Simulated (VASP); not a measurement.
ZnTc: single point with LDA

ZnTc:

```
CELL_PARAMETERS angstrom
-0.77936 2.66120 4.54280
3.76344 0.00000 3.76344
4.54280 2.66120 -0.77936
ATOMIC_POSITIONS crystal
Zn 0.00000 0.00000 0.00000
Zn 0.00000 0.00000 0.50000
Zn 0.00000 0.50000 0.50000
Zn 0.50000 0.50000 0.50000
Tc 0.00000 0.50000 0.00000
Tc 0.50000 0.00000 0.00000
Tc 0.50000 0.00000 0.50000
Tc 0.50000 0.50000 0.00000
```

| Quantity | Value |
| --- | --- |
| Program | VASP 6.6.1 |
| Task | single point |
| Functional | LDA |
| Potentials or basis | VASP PAW LDA potentials, release 64 (Zn, Tc_pv) |
| Cutoff | 500 eV |
| k mesh | 6 × 6 × 6 |
| Occupations | fermi-dirac, width 0.1 eV |
| Spin | no spin polarisation |

The pressure is 0.5 GPa. The band gap on the k mesh is zero (bands 50 and 51 overlap by 0.92 eV).

Levels at points of the mesh, in eV from the Fermi level:
| k point | band 47 | band 48 | band 49 | band 50 | band 51 | band 52 | band 53 | band 54 |
| --- | --- | --- | --- | --- | --- | --- | --- | --- |
| (0.00, 0.00, 0.00) | 0.46 | 0.46 | 0.46 | 0.65 | 0.65 | 0.65 | 0.75 | 0.75 |
| (0.50, 0.00, 0.00) | -1.59 | -1.59 | -0.06 | 0.41 | 0.41 | 0.67 | 0.67 | 0.77 |
| (0.00, 0.50, 0.00) | -1.81 | -1.81 | -1.39 | -1.39 | 0.36 | 0.36 | 0.59 | 0.59 |
| (0.50, 0.50, 0.00) | -1.59 | -1.59 | -0.06 | 0.41 | 0.41 | 0.67 | 0.67 | 0.77 |
| (0.50, 0.00, 0.50) | -1.81 | -1.81 | -1.39 | -1.39 | 0.36 | 0.36 | 0.59 | 0.59 |

Wall time 2.8 min on 1 thread of Intel(R) Xeon(R) 6975P-C (Granite Rapids), with other jobs on the host, peak memory 0.33 GiB.
